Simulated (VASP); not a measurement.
# Co2W3 (P-3m1) in VASP: single point with PBE

Aim: the single point of Co2W3 with PBE.

Program: VASP 6.6.1. These are calculated values, not measurements. Logs are shortened: lines on timing, memory, paths and dates and some standing lists are left out, and cuts for length are marked.

**1. The cell of the first run**

It takes space group P-3m1 (No. 164, trigonal). Conventional cell: a = 2.734 Å, b = 2.734 Å, c = 22.348 Å, α = 90.00°, β = 90.00°, γ = 120.00°. Co (site symmetry 3m) has 12 Co at 2.45 to 2.73 Å within 3.2 Å. Co (site symmetry 3m) has 9 Co at 2.49 to 2.73 Å and 3 W at 2.60 Å within 3.3 Å. W (site symmetry 3m) has 3 Co at 2.60 Å and 9 W at 2.73 to 2.95 Å within 3.4 Å. W (site symmetry 3m) has 12 W at 2.73 to 2.95 Å within 3.6 Å. Within 3.6 Å of W (site symmetry 3m) lie 12 W at 2.73 to 2.96 Å.

**2. Single point, PBE, collinear spin, antiferromagnetic start**

INCAR

```
SYSTEM = Co2W3
ALGO     = Normal         ! electronic algorithm
EDIFF    = 1E-6           ! SCF threshold, eV
ENCUT    = 520            ! plane-wave cutoff, eV
GGA      = PE             ! functional
ISIF     = 2              ! what is computed and relaxed
ISMEAR   = 0              ! smearing method
ISPIN    = 2              ! spin polarisation
LASPH    = .TRUE.         ! aspherical terms in the spheres
LCHARG   = .FALSE.        ! write CHGCAR
LMAXMIX  = 4              ! l up to which the mixer works
LORBIT   = 11             ! projections on sites
LREAL    = .FALSE.        ! projectors in reciprocal space
LWAVE    = .FALSE.        ! write WAVECAR
MAGMOM   = -3 3 3 -3 0 0 0 0 0 0 ! initial moments
NBANDS   = 75             ! bands
NELM     = 150            ! most SCF steps
PREC     = Accurate       ! precision mode
SIGMA    = 0.1            ! smearing width, eV
```

KPOINTS

```
k-points
0
G
  6 6 1
  0 0 0
```

POSCAR

```
Co2W3
1.0
    2.7338011123     -0.0000000029      0.0000000000
   -1.3669005536      2.3675412135      0.0000000000
    0.0000000000      0.0000000000     22.3480157849
Co W
4 6
Direct
    0.3333333333      0.6666666667      0.9579948364
    0.3333333333      0.6666666667      0.1283789473
    0.6666666667      0.3333333333      0.8716210527
    0.6666666667      0.3333333333      0.0420051636
    0.3333333333      0.6666666667      0.7793341569
    0.3333333333      0.6666666667      0.3322351811
    0.3333333333      0.6666666667      0.5560328503
    0.6666666667      0.3333333333      0.2206658431
    0.6666666667      0.3333333333      0.4439671497
    0.6666666667      0.3333333333      0.6677648189
```

Potentials or basis: VASP PAW PBE potentials, release 64 (Co, W_sv).

The run is started by

```bash
$ cat potpaw_PBE.64/Co/POTCAR potpaw_PBE.64/W_sv/POTCAR > POTCAR
$ mpirun -np 1 vasp_std > vasp.out
```

OUTCAR:

```text
SYSTEM = Co2W3
   EDIFF = 1E-6
   ENCUT = 520
   GGA = PE
   ISIF = 2
   ISMEAR = 0
   ISPIN = 2
   LASPH = .TRUE.
   LORBIT = 11
   LREAL = .FALSE.
   NELM = 150
   PREC = Accurate

 ion  position               nearest neighbor table
   1  0.333  0.667  0.958-   4 2.45   4 2.45   4 2.45   3 2.49   3 2.49   3 2.49
   2  0.333  0.667  0.128-   4 2.49   4 2.49   4 2.49   8 2.60   8 2.60   8 2.60
   3  0.667  0.333  0.872-   1 2.49   1 2.49   1 2.49   5 2.60   5 2.60   5 2.60
   4  0.667  0.333  0.042-   1 2.45   1 2.45   1 2.45   2 2.49   2 2.49   2 2.49
   5  0.333  0.667  0.779-   3 2.60   3 2.60   3 2.60  10 2.95  10 2.95  10 2.95
   6  0.333  0.667  0.332-   8 2.95   8 2.95   8 2.95   9 2.95   9 2.95   9 2.95
   7  0.333  0.667  0.556-  10 2.95  10 2.95  10 2.95   9 2.96   9 2.96   9 2.96
   8  0.667  0.333  0.221-   2 2.60   2 2.60   2 2.60   6 2.95   6 2.95   6 2.95
   9  0.667  0.333  0.444-   6 2.95   6 2.95   6 2.95   7 2.96   7 2.96   7 2.96
  10  0.667  0.333  0.668-   5 2.95   5 2.95   5 2.95   7 2.95   7 2.95   7 2.95

  LATTYP: Found a hexagonal cell.
 ALAT       =     2.7338011123
 C/A-ratio  =     8.1747043281

  Lattice vectors:

 A1 = (   2.7338011123,  -0.0000000029,   0.0000000000)
 A2 = (  -1.3669005536,   2.3675412135,   0.0000000000)
 A3 = (   0.0000000000,   0.0000000000,  22.3480157849)

Analysis of symmetry for initial positions (statically):
=====================================================================
 Subroutine PRICEL returns:
 Original cell was already a primitive cell.

 Routine SETGRP: Setting up the symmetry group for a
 hexagonal supercell.

 Subroutine GETGRP returns: Found 12 space group operations
 (whereof 12 operations were pure point group operations)
 out of a pool of 24 trial point group operations.

The static configuration has the point symmetry D_3d.

Analysis of symmetry for dynamics (positions and initial velocities):
=====================================================================
 Subroutine PRICEL returns:
 Original cell was already a primitive cell.

 Routine SETGRP: Setting up the symmetry group for a
 hexagonal supercell.

 Subroutine GETGRP returns: Found 12 space group operations
 (whereof 12 operations were pure point group operations)
 out of a pool of 24 trial point group operations.

The dynamic configuration has the point symmetry D_3d.

Analysis of structural, dynamic, and magnetic symmetry:
=====================================================================
 Subroutine PRICEL returns:
 Original cell was already a primitive cell.

 Routine SETGRP: Setting up the symmetry group for a
 hexagonal supercell.

 Subroutine GETGRP returns: Found 12 space group operations
 (whereof 12 operations were pure point group operations)
 out of a pool of 24 trial point group operations.

The overall configuration has the point symmetry D_3d.

 Subroutine INISYM returns: Found 12 space group operations
 (whereof 12 operations are pure point group operations),
 and found     1 'primitive' translations

----------------------------------------------------------------------------------------

                                     Primitive cell

  volume of cell :     144.6450

  direct lattice vectors                    reciprocal lattice vectors
     2.733801112 -0.000000003  0.000000000     0.365791058  0.211189565  0.000000000
    -1.366900554  2.367541214  0.000000000     0.000000000  0.422379131  0.000000000
     0.000000000  0.000000000 22.348015785     0.000000000  0.000000000  0.044746702

  length of vectors
     2.733801112  2.733801112 22.348015785     0.422379131  0.422379131  0.044746702

  position of ions in fractional coordinates (direct lattice)
     0.333333333  0.666666667  0.957994836
     0.333333333  0.666666667  0.128378947
     0.666666667  0.333333333  0.871621053
     0.666666667  0.333333333  0.042005164
     0.333333333  0.666666667  0.779334157
     0.333333333  0.666666667  0.332235181
     0.333333333  0.666666667  0.556032850
     0.666666667  0.333333333  0.220665843
     0.666666667  0.333333333  0.443967150
     0.666666667  0.333333333  0.667764819

  ion indices of the primitive-cell ions
   primitive index   ion index
                 1           1
                 2           2
                 3           3
                 4           4
                 5           5
                 6           6
                 7           7
                 8           8
                 9           9
                10          10

----------------------------------------------------------------------------------------

 KPOINTS: k-points

[... 21 lines left out ...]

 Following reciprocal coordinates:
            Coordinates               Weight
  0.000000  0.000000  0.000000      1.000000
  0.166667  0.000000  0.000000      6.000000
  0.333333  0.000000  0.000000      6.000000
  0.500000  0.000000  0.000000      3.000000
  0.166667  0.166667  0.000000      6.000000
  0.333333  0.166667  0.000000     12.000000
  0.333333  0.333333  0.000000      2.000000
   k-points           NKPTS =      7   k-points in BZ     NKDIM =      7   number of bands    NBANDS=     75
   number of dos      NEDOS =    301   number of ions     NIONS =     10
   total plane-waves  NPLWV =  67200
   dimension x,y,z NGX =    20 NGY =   20 NGZ =  168
   dimension x,y,z NGXF=    40 NGYF=   40 NGZF=  336
   ions per type =               4   6
   NGX,Y,Z   is equivalent  to a cutoff of  12.16, 12.16, 12.50 a.u.
   NGXF,Y,Z  is equivalent  to a cutoff of  24.32, 24.32, 24.99 a.u.
 SYSTEM =  Co2W3
   PREC   = accura    normal or accurate (medium, high low for compatibility)
   ISTART =      0    job   : 0-new  1-cont  2-samecut
   ICHARG =      2    charge: 1-file 2-atom 10-const
   ISPIN  =      2    spin polarized calculation?
   LNONCOLLINEAR =      F non collinear calculations
   LSORBIT =      F    spin-orbit coupling
   LASPH  =      T    aspherical Exc in radial PAW
   ENCUT  =  520.0 eV  38.22 Ry    6.18 a.u.   5.08  5.08 41.55*2*pi/ulx,y,z
   NELM   =    150;   NELMIN=  2; NELMDL= -5     # of ELM steps
   EDIFF  = 0.1E-05   stopping-criterion for ELM
   LREAL  =      F    real-space projection
   EDIFFG = 0.1E-04   stopping-criterion for IOM
   NSW    =      0    number of steps for IOM
   IBRION =     -1    ionic relax: 0-MD 1-quasi-New 2-CG
   NFREE  =      0    steps in history (QN), initial steepest desc. (CG)
   ISIF   =      2    stress and relaxation
   ISYM   =      2    0-nonsym 1-usesym 2-fastsym
   POTIM  = 0.5000    time-step for ionic-motion
   TEBEG  =    0.0;   TEEND  =   0.0 temperature during run
   PSTRESS=    0.0 pullay stress
   NELECT =     120.0000    total number of electrons
   NUPDOWN=      -1.0000    fix difference up-down
   EMIN   =  10.00;   EMAX   =-10.00  energy-range for DOS
   EFERMI =   0.00;   METHOD = LEGACY
   ISMEAR =     0;   SIGMA  =   0.10  broadening in eV -4-tet -1-fermi 0-gaus
   EFERMI_NEDOS =   21; number of points for ismear=-14 and -15
   IALGO  =     38    algorithm
   IMIX   =      4    mixing-type and parameters
     AMIX     =   0.40;   BMIX     =  1.00
     AMIX_MAG =   1.60;   BMIX_MAG =  1.00
  volume/ion in A,a.u.               =      14.46        97.61
  Fermi-wavevector in a.u.,A,eV,Ry     =   1.538275  2.906919 32.195347  2.366291
  Thomas-Fermi vector in A             =   2.644667
   LORBIT       =     11    0 simple, 1 ext, 2 COOP (PROOUT), +10 PAW based schemes
   GGA     = PE    functional components
   LHFCALC =     F    Hartree Fock is set to
   AEXX    =    0.0000 exact exchange contribution
   IVDW    =     0    specifies the selected vdW correction
   LEPSILON=     F    determine dielectric tensor
   LRPA    =     F    only Hartree local field effects (RPA)
 spin polarized calculation
 Gauss-broadening in eV      SIGMA  =   0.10
  energy-cutoff  :      520.00
  volume of cell :      144.65
 maximum number of plane-waves:      3927
   NGX = 11   NGY = 11   NGZ = 83

 number of electron     120.0000008 magnetization       0.0042084

 number of electron     120.0000007 magnetization      -1.1972460

 Free energy of the ion-electron system (eV)
  ---------------------------------------------------
  ext. energy  EPLUGINS =         0.00000000
  ---------------------------------------------------
  free energy    TOTEN  =      -101.48778612 eV

  energy without entropy =     -101.41834889  energy(sigma->0) =     -101.45306750

 E-fermi :  10.1420     XC(G=0): -13.2881

 val. band max:       10.1385462595   @ k =   0.0000   0.0000   0.0000
 cond. band min:      10.1475103742   @ k =   0.1667   0.1667   0.0000
 fundamental gap:      0.0089641146
 Fermi energy:        10.1419972523

 spin component 1

 k-point     1 :       0.0000    0.0000    0.0000
  band No.  band energies     occupation
      1     -63.6201      1.00000
      2     -63.6167      1.00000
      3     -63.6061      1.00000
      4     -63.5856      1.00000
      5     -63.5641      1.00000
      6     -63.5552      1.00000
[... 514 lines left out ...]
     71      13.6138      0.00000
     72      13.6138      0.00000
 Fermi energy:        10.1419972523

 spin component 2

 k-point     1 :       0.0000    0.0000    0.0000
  band No.  band energies     occupation
      1     -63.6152      1.00000
      2     -63.6046      1.00000
      3     -63.5928      1.00000
      4     -63.5781      1.00000
      5     -63.5617      1.00000
      6     -63.5542      1.00000
[... 514 lines left out ...]
     71      13.5989      0.00000
     72      13.5989      0.00000
 [bands above 72 left out]

------------------------ aborting loop because EDIFF is reached ----------------------------------------

  FORCE on cell =-STRESS in cart. coord.  units (eV):
  Direction    XX          YY          ZZ          XY          YZ          ZX
  --------------------------------------------------------------------------------------
  -------------------------------------------------------------------------------------
  Total       -0.1665899     -0.1665899     -2.0865285     -0.0000000     -0.0000000      0.0000000
  in kB       -1.8452521     -1.8452521    -23.1116772     -0.0000000     -0.0000000      0.0000000
  external PRESSURE =      -8.9340604 kB  Pullay stress =       0.0000000 kB

 VOLUME and BASIS-vectors are now :
 -----------------------------------------------------------------------------
  energy-cutoff  :      520.00
  volume of cell :      144.65
      direct lattice vectors                 reciprocal lattice vectors
     2.733801112 -0.000000003  0.000000000     0.365791058  0.211189565  0.000000000
    -1.366900554  2.367541214  0.000000000     0.000000000  0.422379131  0.000000000
     0.000000000  0.000000000 22.348015785     0.000000000  0.000000000  0.044746702

 POSITION                                       TOTAL-FORCE (eV/Angst)
 -----------------------------------------------------------------------------------
      0.00000      1.57836     21.40928         0.000000      0.000000      0.189380
      0.00000      1.57836      2.86901        -0.000000      0.000000     -0.170878
      1.36690      0.78918     19.47900         0.000000     -0.000000      0.170878
      1.36690      0.78918      0.93873         0.000000     -0.000000     -0.189380
      0.00000      1.57836     17.41657        -0.000000      0.000000      0.124238
      0.00000      1.57836      7.42480        -0.000000     -0.000000     -0.005991
      0.00000      1.57836     12.42623         0.000000     -0.000000     -0.018487
      1.36690      0.78918      4.93144        -0.000000     -0.000000     -0.124238
      1.36690      0.78918      9.92178        -0.000000      0.000000      0.018487
      1.36690      0.78918     14.92322        -0.000000      0.000000      0.005991
 -----------------------------------------------------------------------------------
    total drift:                                0.000000     -0.000000      0.000000

  FREE ENERGIE OF THE ION-ELECTRON SYSTEM (eV)
  ---------------------------------------------------
  free  energy   TOTEN  =      -101.4877861184 eV

  energy  without entropy=     -101.4183488859  energy(sigma->0) =     -101.45306750

 total charge

# of ion       s       p       d       tot
------------------------------------------
    1        0.442   0.408   7.246   8.096
    2        0.454   0.456   7.280   8.190
    3        0.454   0.456   7.280   8.190
    4        0.442   0.408   7.246   8.096
    5        2.421   6.321   3.387  12.128
    6        2.414   6.335   3.334  12.084
    7        2.415   6.331   3.339  12.084
    8        2.421   6.321   3.387  12.128
    9        2.415   6.331   3.339  12.084
   10        2.414   6.335   3.334  12.084
--------------------------------------------------
tot         16.292  39.702  49.171 105.165

 magnetization (x)

# of ion       s       p       d       tot
------------------------------------------
    1        0.004   0.005   0.082   0.091
    2        0.002   0.010  -0.790  -0.779
    3        0.002   0.010  -0.790  -0.779
    4        0.004   0.005   0.082   0.091
    5        0.002   0.011   0.043   0.056
    6        0.000  -0.002  -0.006  -0.008
    7        0.001   0.004  -0.000   0.005
    8        0.002   0.011   0.043   0.056
    9        0.001   0.004  -0.000   0.005
   10        0.000  -0.002  -0.006  -0.008
--------------------------------------------------
tot          0.019   0.056  -1.343  -1.269
```

Wall time 5 min (1 thread of AMD EPYC 9R45 (Zen 5), shared host); peak memory 0.34 GiB.

Results:

```yaml
Free_energy: -101.4878 eV
Pressure: -0.9 GPa
Largest_force: 0.189 eV/Å
Net_moment: -1.20 μB per cell
Site_moments: Co +0.09, -0.78; W +0.06, -0.01, +0.01 μB
Valence_electrons_inside_the_program's_atomic_spheres: Co 8.10, 8.19; W 12.13, 12.08
```

Forces in eV/Å, atoms in the order of the input:
```
Co   0.000  0.000  0.189
Co   0.000  0.000 -0.171
Co   0.000  0.000  0.171
Co   0.000  0.000 -0.189
W    0.000  0.000  0.124
W    0.000  0.000 -0.006
W    0.000  0.000 -0.018
W    0.000  0.000 -0.124
W    0.000  0.000  0.018
W    0.000  0.000  0.006
```

Caveat: the k points lie up to 0.44 Å⁻¹ apart; spin-orbit coupling is left out, which moves the levels of the heavy elements.
